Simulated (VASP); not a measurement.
Runs of VASP 6.6.1 on As. The structure is that of space group Pm-3m (No. 221), or close to it. The cells are those of the table. 

```csv
task,cell,k mesh,cutoff (eV),gap on the mesh (eV),pressure (GPa)
relaxation of cell and atoms,"relaxed from a = 2.704 Å, 1 atom",12 × 12 × 12,500,none,0.0
single point,"a = 2.790 Å, 1 atom",13 × 13 × 13,520,none,-2.9
single point,"a = 2.717 Å, 1 atom",13 × 13 × 13,520,none,3.0
single point,"a = 2.825 Å, 1 atom",13 × 13 × 13,520,none,-5.0
single point,"a = 2.860 Å, 1 atom",13 × 13 × 13,520,none,(a)
single point,"a = 2.754 Å, 1 atom",12 × 12 × 12,500,none,0.1
single point,"a = 2.754 Å, 1 atom",19 × 19 × 19,520,none,(c)
single point,"a = 2.639 Å, 1 atom",13 × 13 × 13,520,none,(b)
single point,"a = 2.678 Å, 1 atom",13 × 13 × 13,520,none,7.2
single point,"a = 2.754 Å, 1 atom",13 × 13 × 13,520,none,-0.3
```

Alike in all rows: level RPBE; potentials or basis VASP PAW PBE potentials, release 64 (As); no spin polarisation; smearing fermi-dirac 0.1 eV.

Problem. Fill in the values left out.

Solution. (a) -6.7; (b) 12.4; (c) -0.1.

Caveats: the PAW data sets were made with another functional, which shifts forces and pressure a little.

A k mesh can miss the band edges, and the runs leave out spin-orbit coupling on As.

A gap of «none» marks levels without a gap at the run's occupations.
